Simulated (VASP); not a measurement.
# Ga2TeO2 (I4/mmm) in VASP: further runs

Runs on Ga2TeO2. Level: PBE. Tasks: relaxation of cell and atoms, single point.

Program: VASP 6.6.1. These are calculated values, not measurements. Logs are shortened: lines on timing, memory, paths and dates and some standing lists are left out, and cuts for length are marked.

## (1) The cell of the first run

The structure is tetragonal, space group I4/mmm (No. 139). The conventional cell has a = 5.513 Å, b = 5.513 Å, c = 6.499 Å, α = 90.00°, β = 90.00°, γ = 90.00°. Ga (site symmetry -4m2) has 2 O at 1.62 Å within 2.2 Å. Within 3.6 Å of Te (site symmetry 4/mmm) lie 4 O at 2.76 Å and 8 Ga at 3.20 Å. O (site symmetry mmm) has 2 Ga at 1.62 Å within 2.2 Å.

The cell was generated, and may not be a known phase.

## (2) Relaxation of cell and atoms, PBE

Contents of INCAR:

```
  ALGO = Normal
  EDIFF = 1E-6
  EDIFFG = -0.04
  ENCUT = 600
  GGA = PE
  IBRION = 2
  ISIF = 3
  ISMEAR = 0
  LASPH = True
  LCHARG = False
  LREAL = False
  LWAVE = False
  NELM = 60
  NSW = 90
  PREC = Accurate
  SIGMA = 0.1
```

Contents of KPOINTS:

```
k-points
0
Gamma
  4 4 4
```

Contents of POSCAR:

```
Ga2TeO2
1.0
   -2.7563397600      2.7563397600      3.2494879600
    2.7563397600     -2.7563397600      3.2494879600
    2.7563397600      2.7563397600     -3.2494879600
Ga Te O
2 1 2
Direct
    0.7500000000      0.2500000000      0.5000000000
    0.2500000000      0.7500000000      0.5000000000
    0.5000000000      0.5000000000      0.0000000000
    0.5000000000      0.0000000000      0.5000000000
    0.0000000000      0.5000000000      0.5000000000
```

Potentials or basis: VASP PAW PBE potentials, release 64 (Ga_d, Te, O).

On the command line:

```
$ cat potpaw_PBE.64/Ga_d/POTCAR potpaw_PBE.64/Te/POTCAR potpaw_PBE.64/O/POTCAR > POTCAR
$ mpirun -np 1 vasp_std > vasp.out
```

OUTCAR:

```text
EDIFF = 1E-6
   EDIFFG = -0.04
   ENCUT = 600
   GGA = PE
   IBRION = 2
   ISIF = 3
   ISMEAR = 0
   LASPH = True
   LREAL = False
   NELM = 60
   NSW = 90
   PREC = Accurate

 ion  position               nearest neighbor table
   1  0.750  0.250  0.500-   4 1.62   5 1.62   3 3.20   3 3.20   3 3.20   3 3.20
   2  0.250  0.750  0.500-   4 1.62   5 1.62   3 3.20   3 3.20   3 3.20   3 3.20
   3  0.500  0.500  0.000-   4 2.76   5 2.76   4 2.76   5 2.76   1 3.20   2 3.20   1 3.20   2 3.20
                             2 3.20   2 3.20   1 3.20   1 3.20
   4  0.500  0.000  0.500-   1 1.62   2 1.62   3 2.76   3 2.76
   5  0.000  0.500  0.500-   1 1.62   2 1.62   3 2.76   3 2.76

  LATTYP: Found a body centered tetragonal cell.
 ALAT       =     5.5126795200
 C/A-ratio  =     1.1789141553

  Lattice vectors:

 A1 = (  -2.7563397600,   2.7563397600,   3.2494879600)
 A2 = (   2.7563397600,  -2.7563397600,   3.2494879600)
 A3 = (   2.7563397600,   2.7563397600,  -3.2494879600)

Analysis of symmetry for initial positions (statically):
=====================================================================
 Subroutine PRICEL returns:
 Original cell was already a primitive cell.

 Routine SETGRP: Setting up the symmetry group for a
 body centered tetragonal supercell.

 Subroutine GETGRP returns: Found 16 space group operations
 (whereof 16 operations were pure point group operations)
 out of a pool of 16 trial point group operations.

The static configuration has the point symmetry D_4h.

Analysis of symmetry for dynamics (positions and initial velocities):
=====================================================================
 Subroutine PRICEL returns:
 Original cell was already a primitive cell.

 Routine SETGRP: Setting up the symmetry group for a
 body centered tetragonal supercell.

 Subroutine GETGRP returns: Found 16 space group operations
 (whereof 16 operations were pure point group operations)
 out of a pool of 16 trial point group operations.

The dynamic configuration has the point symmetry D_4h.

 Subroutine INISYM returns: Found 16 space group operations
 (whereof 16 operations are pure point group operations),
 and found     1 'primitive' translations

----------------------------------------------------------------------------------------

                                     Primitive cell

  volume of cell :      98.7508

  direct lattice vectors                    reciprocal lattice vectors
    -2.756339760  2.756339760  3.249487960     0.000000000  0.181399988  0.153870396
     2.756339760 -2.756339760  3.249487960     0.181399988  0.000000000  0.153870396
     2.756339760  2.756339760 -3.249487960     0.181399988  0.181399988  0.000000000

  length of vectors
     5.074838889  5.074838889  5.074838889     0.237869827  0.237869827  0.256538324

  position of ions in fractional coordinates (direct lattice)
     0.750000000  0.250000000  0.500000000
     0.250000000  0.750000000  0.500000000
     0.500000000  0.500000000  0.000000000
     0.500000000  0.000000000  0.500000000
     0.000000000  0.500000000  0.500000000

  ion indices of the primitive-cell ions
   primitive index   ion index
                 1           1
                 2           2
                 3           3
                 4           4
                 5           5

----------------------------------------------------------------------------------------

 KPOINTS: k-points

Automatic generation of k-mesh.
 Grid dimensions read from file:
 generate k-points for:    4    4    4

 Generating k-lattice:

  Cartesian coordinates                     Fractional coordinates (reciprocal lattice)
     0.000000000  0.045349997  0.038467599     0.250000000  0.000000000  0.000000000
     0.045349997  0.000000000  0.038467599     0.000000000  0.250000000  0.000000000
     0.045349997  0.045349997  0.000000000     0.000000000  0.000000000  0.250000000

  Length of vectors
     0.059467457  0.059467457  0.064134581

  Shift w.r.t. Gamma in fractional coordinates (k-lattice)
     0.000000000  0.000000000  0.000000000

 Subroutine IBZKPT returns following result:
 ===========================================

 Found     13 irreducible k-points:

 Following reciprocal coordinates:
            Coordinates               Weight
  0.000000  0.000000  0.000000      1.000000
  0.250000  0.000000  0.000000      8.000000
  0.500000  0.000000  0.000000      4.000000
  0.250000  0.250000  0.000000      8.000000
  0.500000  0.250000  0.000000     16.000000
 -0.250000  0.250000  0.000000      4.000000
  0.500000  0.500000  0.000000      2.000000
  0.250000  0.250000  0.250000      2.000000
 -0.250000  0.250000  0.250000      4.000000
  0.500000  0.500000  0.250000      4.000000
 -0.250000  0.500000  0.250000      8.000000
 -0.250000 -0.250000  0.250000      2.000000
  0.500000  0.500000  0.500000      1.000000
   k-points           NKPTS =     13   k-points in BZ     NKDIM =     13   number of bands    NBANDS=     26
   number of dos      NEDOS =    301   number of ions     NIONS =      5
   total plane-waves  NPLWV =  74088
   dimension x,y,z NGX =    42 NGY =   42 NGZ =   42
   dimension x,y,z NGXF=    84 NGYF=   84 NGZF=   84
   ions per type =               2   1   2
   NGX,Y,Z   is equivalent  to a cutoff of  13.76, 13.76, 13.76 a.u.
   NGXF,Y,Z  is equivalent  to a cutoff of  27.52, 27.52, 27.52 a.u.
 SYSTEM =  unknown system
   PREC   = accura    normal or accurate (medium, high low for compatibility)
   ISTART =      0    job   : 0-new  1-cont  2-samecut
   ICHARG =      2    charge: 1-file 2-atom 10-const
   ISPIN  =      1    spin polarized calculation?
   LNONCOLLINEAR =      F non collinear calculations
   LSORBIT =      F    spin-orbit coupling
   LASPH  =      T    aspherical Exc in radial PAW
   ENCUT  =  600.0 eV  44.10 Ry    6.64 a.u.  10.14 10.14 10.14*2*pi/ulx,y,z
   NELM   =     60;   NELMIN=  2; NELMDL= -5     # of ELM steps
   EDIFF  = 0.1E-05   stopping-criterion for ELM
   LREAL  =      F    real-space projection
   EDIFFG = -.4E-01   stopping-criterion for IOM
   NSW    =     90    number of steps for IOM
   IBRION =      2    ionic relax: 0-MD 1-quasi-New 2-CG
   NFREE  =      1    steps in history (QN), initial steepest desc. (CG)
   ISIF   =      3    stress and relaxation
   ISYM   =      2    0-nonsym 1-usesym 2-fastsym
   POTIM  = 0.5000    time-step for ionic-motion
   TEBEG  =    0.0;   TEEND  =   0.0 temperature during run
   PSTRESS=    0.0 pullay stress
   NELECT =      44.0000    total number of electrons
   NUPDOWN=      -1.0000    fix difference up-down
   EMIN   =  10.00;   EMAX   =-10.00  energy-range for DOS
   EFERMI =   0.00;   METHOD = LEGACY
   ISMEAR =     0;   SIGMA  =   0.10  broadening in eV -4-tet -1-fermi 0-gaus
   EFERMI_NEDOS =   21; number of points for ismear=-14 and -15
   IALGO  =     38    algorithm
   IMIX   =      4    mixing-type and parameters
     AMIX     =   0.40;   BMIX     =  1.00
     AMIX_MAG =   1.60;   BMIX_MAG =  1.00
  volume/ion in A,a.u.               =      19.75       133.28
  Fermi-wavevector in a.u.,A,eV,Ry     =   1.250390  2.362895 21.272380  1.563476
  Thomas-Fermi vector in A             =   2.384387
   LORBIT       =      0    0 simple, 1 ext, 2 COOP (PROOUT), +10 PAW based schemes
   GGA     = PE    functional components
   LHFCALC =     F    Hartree Fock is set to
   AEXX    =    0.0000 exact exchange contribution
   IVDW    =     0    specifies the selected vdW correction
   LEPSILON=     F    determine dielectric tensor
   LRPA    =     F    only Hartree local field effects (RPA)
 conjugate gradient relaxation of ions
 non-spin polarized calculation
 Gauss-broadening in eV      SIGMA  =   0.10
  energy-cutoff  :      600.00
  volume of cell :       98.75
 maximum number of plane-waves:      3320
 NGX is ok and might be reduce to    42
   NGX = 21   NGY = 21   NGZ = 21

--------------------------------------- Ionic step        1  -------------------------------------------

 number of electron      43.9999999 magnetization

 Free energy of the ion-electron system (eV)
  ---------------------------------------------------
  ext. energy  EPLUGINS =         0.00000000
  ---------------------------------------------------
  free energy    TOTEN  =       -18.27040146 eV

  energy without entropy =      -18.24689311  energy(sigma->0) =      -18.25864728

------------------------ aborting loop because EDIFF is reached ----------------------------------------

  FORCE on cell =-STRESS in cart. coord.  units (eV):
  Direction    XX          YY          ZZ          XY          YZ          ZX
  --------------------------------------------------------------------------------------
  -------------------------------------------------------------------------------------
  Total        7.0385429      7.0385429     31.1559709      0.0000000     -0.0000000      0.0000000
  in kB      114.1965336    114.1965336    505.4886973      0.0000000     -0.0000000      0.0000000
  external PRESSURE =     244.6272548 kB  Pullay stress =       0.0000000 kB
[... 98 lines left out ...]
  FREE ENERGIE OF THE ION-ELECTRON SYSTEM (eV)
  ---------------------------------------------------
  free  energy   TOTEN  =       -20.1977652096 eV

  energy  without entropy=      -20.1624326437  energy(sigma->0) =      -20.18009893

[... ionic steps 4 to 13 ...]

--------------------------------------- Ionic step       14  -------------------------------------------

 number of electron      44.0000001 magnetization

------------------------ aborting loop because EDIFF is reached ----------------------------------------

  FORCE on cell =-STRESS in cart. coord.  units (eV):
  Direction    XX          YY          ZZ          XY          YZ          ZX
  --------------------------------------------------------------------------------------
  -------------------------------------------------------------------------------------
  Total        0.7126468      0.7126468      1.8572239      0.0000000     -0.0000000      0.0000000
  in kB        9.1194824      9.1194824     23.7662188      0.0000000     -0.0000000      0.0000000
  external PRESSURE =      14.0017278 kB  Pullay stress =       0.0000000 kB
[... 63 lines left out ...]
  energy  without entropy=      -20.2057403143  energy(sigma->0) =      -20.22001510

--------------------------------------- Ionic step       16  -------------------------------------------

 number of electron      43.9999995 magnetization

 Free energy of the ion-electron system (eV)
  ---------------------------------------------------
  ext. energy  EPLUGINS =         0.00000000
  ---------------------------------------------------
  free energy    TOTEN  =       -20.24327667 eV

  energy without entropy =      -20.21254998  energy(sigma->0) =      -20.22791333

 E-fermi :   2.2192     XC(G=0):  -8.0965

 val. band max:        2.2016925013   @ k =   0.5000   0.0000   0.0000
 cond. band min:       2.2265818251   @ k =  -0.2500   0.2500   0.2500
 fundamental gap:      0.0248893239
 Fermi energy:         2.2192185839

 k-point     1 :       0.0000    0.0000    0.0000
  band No.  band energies     occupation
      1     -17.8658      2.00000
      2     -16.8537      2.00000
      3     -13.7696      2.00000
      4     -13.4247      2.00000
      5     -13.4193      2.00000
      6     -13.4147      2.00000
[... 398 lines left out ...]
  FREE ENERGIE OF THE ION-ELECTRON SYSTEM (eV)
  ---------------------------------------------------
  free  energy   TOTEN  =       -20.2432766704 eV

  energy  without entropy=      -20.2125499850  energy(sigma->0) =      -20.22791333

 reached required accuracy - stopping structural energy minimisation
```

It took 8 min on 1 thread of Intel Xeon Platinum 8488C (Sapphire Rapids), shared host; peak memory 0.3 GiB.

What came out:

| Quantity | Value |
| --- | --- |
| Free energy | -20.2433 eV |
| Relaxed volume | 26.10 Å³/atom |
| Relaxed cell | a = 5.578 Å, b = 5.578 Å, c = 5.578 Å, α = 114.81°, β = 114.81°, γ = 99.26° |
| Space group after relaxing (to 0.1 Å) | I4/mmm (No. 139) |
| Energy gained by relaxing | 394.6 meV/atom |
| Ionic steps | 16 |
| Pressure after relaxing | 0.1 GPa |
| Band gap on the k mesh | zero (bands 22 and 23 overlap by 0.28 eV) |

Stress tensor (GPa, compression positive):
```
 0.13  0.00  0.00
 0.00  0.13  0.00
 0.00  0.00 -0.04
```

The path:
| step | energy change (eV) | largest force (eV/Å) | pressure (GPa) | volume (Å³) |
| --- | --- | --- | --- | --- |
| 1 | 0.0000 | 0.0000 | 24.46 | 98.75 |
| 2 | -0.8055 | 0.0000 | -7.97 | 146.47 |
| 3 | -1.9274 | 0.0000 | 0.36 | 120.96 |
| 4 | -1.9274 | 0.0000 | 0.06 | 121.43 |
| 5 | -1.9299 | 0.0000 | 0.29 | 121.58 |
| 6 | -1.9378 | 0.0000 | 0.69 | 122.02 |
| 7 | -1.9439 | 0.0000 | 1.59 | 122.85 |
| 8 | -1.9450 | 0.0000 | 1.20 | 122.56 |
| 9 | -1.9452 | 0.0000 | 1.33 | 122.66 |
| 10 | -1.9457 | 0.0000 | 1.32 | 122.75 |
| 11 | -1.9470 | 0.0000 | 1.37 | 123.02 |
| 12 | -1.9490 | 0.0000 | 1.43 | 123.56 |
| 13 | -1.9500 | 0.0000 | 1.54 | 124.62 |
| 14 | -1.9541 | 0.0000 | 1.40 | 125.20 |
| 15 | -1.9639 | 0.0000 | 0.96 | 126.96 |
| 16 | -1.9729 | 0.0000 | 0.07 | 130.50 |

Final structure:
```xyz
5
Lattice="-3.0049 3.0049 3.6132 3.0049 -3.0049 3.6132 3.0049 3.0049 -3.6132" Properties=species:S:1:pos:R:3 pbc="T T T"
Ga    0.0000    3.0049    1.8066
Ga    3.0049    0.0000    1.8066
Te    3.0049    3.0049    0.0000
O     3.0049    0.0000    3.6132
O     3.0049    0.0000    0.0000
```

Levels at points of the mesh, in eV from the Fermi level:
```tsv
k point	band 19	band 20	band 21	band 22	band 23	band 24	band 25	band 26
(0.00, 0.00, 0.00)	-3.67	-2.53	-1.42	0.24	0.24	0.71	0.71	3.21
(0.50, 0.00, 0.00)	-3.69	-2.07	-1.41	-0.03	-0.02	1.43	2.14	3.02
(0.50, 0.50, 0.00)	-3.26	-3.23	-2.45	-1.27	0.29	1.96	2.15	3.21
(0.50, 0.50, 0.50)	-3.37	-1.75	-1.60	-0.05	-0.05	2.94	2.94	3.21
```

Caveat: the k points lie up to 0.34 Å⁻¹ apart in the final cell; the volume moved by over 15 % at a fixed basis, so the end points are rough; semilocal functionals underestimate gaps, and a narrow one can read as zero; spin-orbit coupling is left out, which moves the levels of the heavy elements.

## (3) Single point, PBE

This run uses another cell than the first one, of 27.03 Å³/atom.

Contents of INCAR:

```
ALGO = Normal
EDIFF = 1E-6
ENCUT = 520
GGA = PE
ISIF = 2
ISMEAR = 0
LASPH = T
LCHARG = T
LELF = T
LREAL = F
LVHAR = T
LWAVE = F
NBANDS = 30
NELM = 100
PREC = Accurate
SIGMA = 0.1
```

Contents of KPOINTS:

```
k-points
0
Gamma
  10 10 10
```

POSCAR: that of step 2 with these lines changed.

```diff
@@ -2,5 +2,5 @@
 1.0
-   -2.7563397600      2.7563397600      3.2494879600
-    2.7563397600     -2.7563397600      3.2494879600
-    2.7563397600      2.7563397600     -3.2494879600
+   -3.0751559854      3.0751559854      3.5723729035
+    3.0751559854     -3.0751559854      3.5723729035
+    3.0751559854      3.0751559854     -3.5723729035
 Ga Te O
```

Potentials or basis: VASP PAW PBE potentials, release 64 (Ga_d, Te, O).

On the command line:

```
$ cat potpaw_PBE.64/Ga_d/POTCAR potpaw_PBE.64/Te/POTCAR potpaw_PBE.64/O/POTCAR > POTCAR
$ mpirun -np 1 vasp_std > vasp.out
```

Run time: 6.2 min. Hardware: 1 thread of Intel Xeon Platinum 8488C (Sapphire Rapids), shared host; peak memory 0.52 GiB.

It converged, with:

```yaml
Free_energy: -20.2718 eV
Pressure: 0.1 GPa
Band_gap_on_the_k_mesh: zero (bands 22 and 23 overlap by 0.27 eV)
```

Stress tensor (GPa, compression positive):
```
-0.08  0.00  0.00
 0.00 -0.08  0.00
 0.00  0.00  0.31
```

Levels at points of the mesh, in eV from the Fermi level:
```tsv
k point	band 19	band 20	band 21	band 22	band 23	band 24	band 25	band 26
(0.00, 0.00, 0.00)	-3.63	-2.28	-1.20	0.19	0.19	0.92	0.92	3.37
(0.50, 0.00, 0.00)	-3.68	-1.89	-1.22	-0.05	0.18	1.57	2.29	3.15
(0.50, 0.50, 0.00)	-3.24	-3.01	-2.14	-1.10	0.41	2.18	2.35	3.27
(0.50, 0.50, 0.50)	-3.34	-1.56	-1.47	-0.09	-0.09	2.95	2.95	3.38
```

Caveat: semilocal functionals underestimate gaps, and a narrow one can read as zero; spin-orbit coupling is left out, which moves the levels of the heavy elements.

The gap in the log of VASP goes by the Fermi energy; the results here count the filled bands.